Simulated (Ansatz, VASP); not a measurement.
## Ta3P4: VASP beside Ansatz

```
Ta P
1.0
     3.60624    0.00000    0.00000
     0.00000    3.60624    0.00000
     0.00000    0.00000   10.20000
Ta P
3 4
Direct
  0.00000 0.00000 0.75000
  0.50000 0.50000 0.50000
  0.00000 0.00000 0.25000
  0.00000 0.00000 0.50000
  0.50000 0.50000 0.25000
  0.00000 0.00000 0.00000
  0.50000 0.50000 0.75000
```

Change from the starting cell: ordered vacancies on the cation sites of rock salt (P4/mmm, No. 123).

Alike in both runs: task relaxation of cell and atoms; functional PBE; k mesh 6 × 6 × 2; occupations gaussian, width 0.1 eV; no spin polarisation.

|  | VASP | Ansatz |
| --- | --- | --- |
| version | VASP 6.6.1 | Ansatz 0.2.0 |
| potentials or method | VASP PAW PBE potentials, release 64 (Ta_pv, P), cutoff 600 eV | scalar-relativistic, plane waves, PAW |
| valence electrons in the cell | 53 | 59 |

|  | VASP | Ansatz | Ansatz less VASP |
| --- | --- | --- | --- |
| gap on the k mesh at the Fermi level, each at its own relaxed structure (eV) | none | none | - |
| relaxed volume (Å³/atom) | 17.79 | 17.80 | +0.011 |
| relaxed cell length with the largest relative difference (Å) | 9.863 | 9.866 | +0.0034 |

A gap of «none» marks a metal or a gap that the smearing closes. VASP's potentials hold 53 valence electrons a cell and Ansatz's 59, so a difference there can come from the potentials and not from the codes.

Neither program's run includes spin-orbit coupling.
